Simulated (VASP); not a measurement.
Crystal: Zn4Se3S.

```
Zn Se S
1.0
     3.89404    0.00000    0.00000
     0.00000    7.78808    0.00000
     0.00000    0.00000    5.50700
Zn Se S
4 3 1
Direct
  0.00000 0.75000 0.00000
  0.50000 0.50000 0.50000
  0.00000 0.25000 0.00000
  0.50000 0.00000 0.50000
  0.50000 0.75000 0.25000
  0.50000 0.25000 0.25000
  0.00000 0.00000 0.75000
  0.00000 0.50000 0.75000
```

```yaml
Program: VASP 6.6.1
Task: relaxation of cell and atoms
Functional: PBE
Potentials_or_basis: VASP PAW PBE potentials, release 64 (Zn, Se, S)
Cutoff: 600 eV
k_mesh: 4 × 2 × 4
Occupations: gaussian, width 0.1 eV
Spin: no spin polarisation
```

At the start: pressure 6.5 GPa; volume 20.88 Å³/atom.

Question: How do energy, volume and symmetry change on relaxing?

Answer: Over 9 steps the energy falls by 47.4 meV/atom and the volume is 22.73 Å³/atom (+8.9 %); space group Pmm2 (No. 25, to 0.1 Å) before and after.

The path:
```tsv
step	energy change (eV)	largest force (eV/Å)	pressure (GPa)	volume (Å³)
1	0.0000	0.7836	6.55	167.01
2	-0.3116	0.2980	-1.80	188.49
3	-0.3370	0.3886	-0.26	183.38
4	-0.3568	0.2647	-0.20	182.89
5	-0.3751	0.1214	0.16	181.68
6	-0.3754	0.1215	0.11	181.83
7	-0.3783	0.0695	-0.03	182.28
8	-0.3790	0.0535	-0.15	182.62
9	-0.3793	0.0169	0.11	181.86
```

Final structure:
```cif
data_structure
_symmetry_space_group_name_H-M 'P 1'
_symmetry_Int_Tables_number 1
_cell_length_a 4.0193
_cell_length_b 8.0430
_cell_length_c 5.6255
_cell_angle_alpha 90.000
_cell_angle_beta 90.000
_cell_angle_gamma 90.000
_cell_volume 181.86
loop_
_atom_site_label
_atom_site_type_symbol
_atom_site_fract_x
_atom_site_fract_y
_atom_site_fract_z
_atom_site_occupancy
Zn1 Zn 0.00000 0.74020 0.99337 1
Zn2 Zn 0.50000 0.50000 0.51666 1
Zn3 Zn 0.00000 0.25980 0.99337 1
Zn4 Zn 0.50000 0.00000 0.49591 1
Se1 Se 0.50000 0.74497 0.25008 1
Se2 Se 0.50000 0.25503 0.25008 1
Se3 Se 0.00000 0.00000 0.75190 1
S1 S 0.00000 0.50000 0.74865 1
```
